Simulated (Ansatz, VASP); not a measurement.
One calculation of Li2S, two programs

```
Li S
1.0
     0.00000    2.84450    2.84450
     2.84450    0.00000    2.84450
     2.84450    2.84450    0.00000
Li S
2 1
Cartesian
  1.4223 1.4223 1.4223
  4.2668 4.2668 4.2668
  0.0000 0.0000 0.0000
```

Alike in both runs: task relaxation of cell and atoms; functional r2SCAN; k mesh 8 × 8 × 8; occupations gaussian, width 0.02 eV; no spin polarisation.

|  | VASP | Ansatz |
| --- | --- | --- |
| version | VASP 6.6.1 | Ansatz 0.2.0 |
| potentials or method | VASP PAW PBE potentials, release 64 (Li_sv, S) | scalar-relativistic, plane waves, PAW |
| plane-wave cutoff (eV) | 830 | 500 |
| valence electrons in the cell | 12 | 12 |

|  | VASP | Ansatz | Ansatz less VASP |
| --- | --- | --- | --- |
| gap on the k mesh at the Fermi level, each at its own relaxed structure (eV) | 3.85 | 3.87 | +0.020 |
| relaxed volume (Å³/atom) | 15.28 | 15.35 | +0.074 |
| relaxed cell length with the largest relative difference (Å) | 4.017 | 4.023 | +0.0065 |

VASP's potentials were made for PBE, not for r2SCAN.
